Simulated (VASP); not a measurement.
# CaHgI3 (Pm-3m) in VASP: single point with PBE

Aim: the single point of CaHgI3 with PBE.

All numbers are computed with VASP 6.6.1; they aren't measurements. Logs are shortened: lines on timing, memory, paths and dates and some standing lists are left out, and cuts for length are marked.

### Step 1. The cell of the first run

Symmetry: Pm-3m, No. 221, cubic system. The conventional cell has a = 5.651 Å, b = 5.651 Å, c = 5.651 Å, α = 90.00°, β = 90.00°, γ = 90.00°. Ca (site symmetry m-3m) has 12 I at 4.00 Å and 8 Hg at 4.89 Å within 5.2 Å. Within 3.7 Å of Hg (site symmetry m-3m) lie 6 I at 2.83 Å. I (site symmetry 4/mmm) has 2 Hg at 2.83 Å within 3.7 Å.

### Step 2. Single point, PBE

File INCAR:

```
  PREC = Accurate
  ENCUT = 520
  EDIFF = 1E-6
  ISMEAR = 0
  SIGMA = 0.1
  LREAL = F
  LASPH = T
  NELM = 80
  ALGO = Normal
  ISIF = 2
  LWAVE = F
  LCHARG = F
  GGA = PE
  NBANDS = 30
```

File KPOINTS:

```
regular mesh
0
Gamma
  4 4 4
```

File POSCAR:

```
CaHgI3
1.0
    5.6505996400      0.0000000000      0.0000000000
    0.0000000000      5.6505996400      0.0000000000
    0.0000000000      0.0000000000      5.6505996400
Ca Hg I
1 1 3
Direct
    0.5000000000      0.5000000000      0.5000000000
    0.0000000000      0.0000000000      0.0000000000
    0.5000000000      0.0000000000      0.0000000000
    0.0000000000      0.5000000000      0.0000000000
    0.0000000000      0.0000000000      0.5000000000
```

Potentials or basis: VASP PAW PBE potentials, release 64 (Ca_sv, Hg, I).

Run with:

```sh
$ cat potpaw_PBE.64/Ca_sv/POTCAR potpaw_PBE.64/Hg/POTCAR potpaw_PBE.64/I/POTCAR > POTCAR
$ mpirun -np 1 vasp_std > vasp.out
```

OUTCAR:

```text
PREC = Accurate
   ENCUT = 520
   EDIFF = 1E-6
   ISMEAR = 0
   LREAL = F
   LASPH = T
   NELM = 80
   ISIF = 2
   GGA = PE

 ion  position               nearest neighbor table
   1  0.500  0.500  0.500-
   2  0.000  0.000  0.000-   3 2.83   4 2.83   5 2.83   5 2.83   4 2.83   3 2.83
   3  0.500  0.000  0.000-   2 2.83   2 2.83
   4  0.000  0.500  0.000-   2 2.83   2 2.83
   5  0.000  0.000  0.500-   2 2.83   2 2.83

  LATTYP: Found a simple cubic cell.
 ALAT       =     5.6505996400

  Lattice vectors:

 A1 = (   5.6505996400,   0.0000000000,   0.0000000000)
 A2 = (   0.0000000000,   5.6505996400,   0.0000000000)
 A3 = (   0.0000000000,   0.0000000000,   5.6505996400)

Analysis of symmetry for initial positions (statically):
=====================================================================
 Subroutine PRICEL returns:
 Original cell was already a primitive cell.

 Routine SETGRP: Setting up the symmetry group for a
 simple cubic supercell.

 Subroutine GETGRP returns: Found 48 space group operations
 (whereof 48 operations were pure point group operations)
 out of a pool of 48 trial point group operations.

The static configuration has the point symmetry O_h .

Analysis of symmetry for dynamics (positions and initial velocities):
=====================================================================
 Subroutine PRICEL returns:
 Original cell was already a primitive cell.

 Routine SETGRP: Setting up the symmetry group for a
 simple cubic supercell.

 Subroutine GETGRP returns: Found 48 space group operations
 (whereof 48 operations were pure point group operations)
 out of a pool of 48 trial point group operations.

The dynamic configuration has the point symmetry O_h .

 Subroutine INISYM returns: Found 48 space group operations
 (whereof 48 operations are pure point group operations),
 and found     1 'primitive' translations

----------------------------------------------------------------------------------------

                                     Primitive cell

  volume of cell :     180.4196

  direct lattice vectors                    reciprocal lattice vectors
[... 73 lines left out ...]
   LNONCOLLINEAR =      F non collinear calculations
   LSORBIT =      F    spin-orbit coupling
   LASPH  =      T    aspherical Exc in radial PAW
   ENCUT  =  520.0 eV  38.22 Ry    6.18 a.u.  10.51 10.51 10.51*2*pi/ulx,y,z
   NELM   =     80;   NELMIN=  2; NELMDL= -5     # of ELM steps
   EDIFF  = 0.1E-05   stopping-criterion for ELM
   LREAL  =      F    real-space projection
   EDIFFG = 0.1E-04   stopping-criterion for IOM
   NSW    =      0    number of steps for IOM
   IBRION =     -1    ionic relax: 0-MD 1-quasi-New 2-CG
   NFREE  =      0    steps in history (QN), initial steepest desc. (CG)
   ISIF   =      2    stress and relaxation
   ISYM   =      2    0-nonsym 1-usesym 2-fastsym
   POTIM  = 0.5000    time-step for ionic-motion
   TEBEG  =    0.0;   TEEND  =   0.0 temperature during run
   PSTRESS=    0.0 pullay stress
   NELECT =      43.0000    total number of electrons
   NUPDOWN=      -1.0000    fix difference up-down
   EMIN   =  10.00;   EMAX   =-10.00  energy-range for DOS
   EFERMI =   0.00;   METHOD = LEGACY
   ISMEAR =     0;   SIGMA  =   0.10  broadening in eV -4-tet -1-fermi 0-gaus
   EFERMI_NEDOS =   21; number of points for ismear=-14 and -15
   IALGO  =     38    algorithm
   IMIX   =      4    mixing-type and parameters
     AMIX     =   0.40;   BMIX     =  1.00
     AMIX_MAG =   1.60;   BMIX_MAG =  1.00
  volume/ion in A,a.u.               =      36.08       243.51
  Fermi-wavevector in a.u.,A,eV,Ry     =   1.015009  1.918088 14.017303  1.030243
  Thomas-Fermi vector in A             =   2.148270
   LORBIT       =      0    0 simple, 1 ext, 2 COOP (PROOUT), +10 PAW based schemes
   GGA     = PE    functional components
   LHFCALC =     F    Hartree Fock is set to
   AEXX    =    0.0000 exact exchange contribution
   IVDW    =     0    specifies the selected vdW correction
   LEPSILON=     F    determine dielectric tensor
   LRPA    =     F    only Hartree local field effects (RPA)
 non-spin polarized calculation
 Gauss-broadening in eV      SIGMA  =   0.10
  energy-cutoff  :      520.00
  volume of cell :      180.42
 maximum number of plane-waves:      4945
   NGX = 21   NGY = 21   NGZ = 21

 number of electron      43.0000008 magnetization

 Free energy of the ion-electron system (eV)
  ---------------------------------------------------
  ext. energy  EPLUGINS =         0.00000000
  ---------------------------------------------------
  free energy    TOTEN  =        -8.58849862 eV

  energy without entropy =       -8.58320932  energy(sigma->0) =       -8.58585397

 E-fermi :   4.8402     XC(G=0):  -8.5309

 val. band max:        4.4049990553   @ k =   0.2500   0.2500   0.2500
 cond. band min:       4.8401951716   @ k =   0.5000   0.5000   0.2500
 fundamental gap:      0.4351961164
 Fermi energy:         4.8401951064

 k-point     1 :       0.0000    0.0000    0.0000
  band No.  band energies     occupation
      1     -39.7146      2.00000
      2     -20.6283      2.00000
      3     -20.6283      2.00000
      4     -20.6283      2.00000
      5      -9.8016      2.00000
      6      -8.8474      2.00000
[... 319 lines left out ...]
     29       7.5613      0.00000
     30       7.5613      0.00000

------------------------ aborting loop because EDIFF is reached ----------------------------------------

  FORCE on cell =-STRESS in cart. coord.  units (eV):
  Direction    XX          YY          ZZ          XY          YZ          ZX
  --------------------------------------------------------------------------------------
  -------------------------------------------------------------------------------------
  Total        5.2409884      5.2409884      5.2409884      0.0000000      0.0000000     -0.0000000
  in kB       46.5414777     46.5414777     46.5414777      0.0000000      0.0000000     -0.0000000
  external PRESSURE =      46.5414777 kB  Pullay stress =       0.0000000 kB

 VOLUME and BASIS-vectors are now :
 -----------------------------------------------------------------------------
  energy-cutoff  :      520.00
  volume of cell :      180.42
      direct lattice vectors                 reciprocal lattice vectors
     5.650599640  0.000000000  0.000000000     0.176972368  0.000000000  0.000000000
     0.000000000  5.650599640  0.000000000     0.000000000  0.176972368  0.000000000
     0.000000000  0.000000000  5.650599640     0.000000000  0.000000000  0.176972368

 POSITION                                       TOTAL-FORCE (eV/Angst)
 -----------------------------------------------------------------------------------
      2.82530      2.82530      2.82530         0.000000      0.000000      0.000000
      0.00000      0.00000      0.00000         0.000000      0.000000      0.000000
      2.82530      0.00000      0.00000         0.000000      0.000000      0.000000
      0.00000      2.82530      0.00000         0.000000      0.000000      0.000000
      0.00000      0.00000      2.82530         0.000000      0.000000      0.000000
 -----------------------------------------------------------------------------------
    total drift:                                0.000000      0.000000     -0.000000

  FREE ENERGIE OF THE ION-ELECTRON SYSTEM (eV)
  ---------------------------------------------------
  free  energy   TOTEN  =        -8.5884986189 eV

  energy  without entropy=       -8.5832093165  energy(sigma->0) =       -8.58585397
```

OSZICAR:

```text
N       E                     dE             d eps       ncg     rms          rms(c)
DAV:   1     0.317049145112E+03    0.31705E+03   -0.18706E+04   600   0.124E+03
DAV:   2     0.156627955832E+02   -0.30139E+03   -0.28928E+03   704   0.292E+02
DAV:   3    -0.818526725116E+01   -0.23848E+02   -0.23525E+02   900   0.726E+01
DAV:   4    -0.897989558610E+01   -0.79463E+00   -0.78895E+00   926   0.116E+01
DAV:   5    -0.900585921742E+01   -0.25964E-01   -0.25960E-01   848   0.139E+00    0.126E+01
DAV:   6    -0.864789255973E+01    0.35797E+00   -0.64889E-01   704   0.673E+00    0.876E+00
DAV:   7    -0.859786673832E+01    0.50026E-01   -0.59206E-01   722   0.382E+00    0.149E+00
DAV:   8    -0.858786188896E+01    0.10005E-01   -0.10930E-01   754   0.239E+00    0.875E-01
DAV:   9    -0.858826346949E+01   -0.40158E-03   -0.76293E-03   738   0.610E-01    0.254E-01
DAV:  10    -0.858843600364E+01   -0.17253E-03   -0.63485E-04   760   0.174E-01    0.703E-02
DAV:  11    -0.858847217425E+01   -0.36171E-04   -0.75564E-05   778   0.423E-02    0.321E-02
DAV:  12    -0.858850109558E+01   -0.28921E-04   -0.69233E-05   730   0.595E-02    0.205E-02
DAV:  13    -0.858849868192E+01    0.24137E-05   -0.10406E-05   722   0.290E-02    0.395E-03
DAV:  14    -0.858849861887E+01    0.63048E-07   -0.16487E-06   530   0.645E-03
   1 F= -.85884986E+01 E0= -.85858540E+01  d E =-.528930E-02
```

stdout:

```text
POSCAR found type information on POSCAR CaHgI
 POSCAR found :  3 types and       5 ions
 scaLAPACK will be used
 LDA part: xc-table for (Slater+PW92), standard interpolation
 POSCAR, INCAR and KPOINTS ok, starting setup
 FFT: planning ... GRIDC
 FFT: planning ... GRID_SOFT
 FFT: planning ... GRID
 WAVECAR not read
 entering main loop
```

It took 47 s on 1 thread of Intel Xeon Platinum 8259CL at 2.50GHz (Skylake/Cascade Lake), shared host; peak memory 0.28 GiB.

What came out:

```
Free energy : -8.5885 eV
Pressure    : 4.7 GPa
```

Levels at points of the mesh, in eV from the Fermi level:
```tsv
k point	band 17	band 18	band 19	band 20	band 21	band 22	band 23	band 24	band 25	band 26
(0.00, 0.00, 0.00)	-3.22	-3.22	-3.19	-2.80	-2.80	-2.80	-0.62	0.34	0.34	0.63
(0.50, 0.00, 0.00)	-3.63	-3.47	-3.47	-2.99	-2.99	0.66	0.68	0.79	1.06	1.23
(0.50, 0.50, 0.00)	-3.94	-3.50	-3.50	-2.29	-1.04	0.61	0.70	1.16	1.25	1.25
(0.50, 0.50, 0.50)	-2.22	-2.22	-2.22	-1.01	-1.01	-0.58	0.69	0.69	0.69	0.97
```

Caveat: spin-orbit coupling is left out, which moves the levels of the heavy elements; an odd number of electrons without spin polarisation forces a metal; a magnetic or distorted state may lie lower.
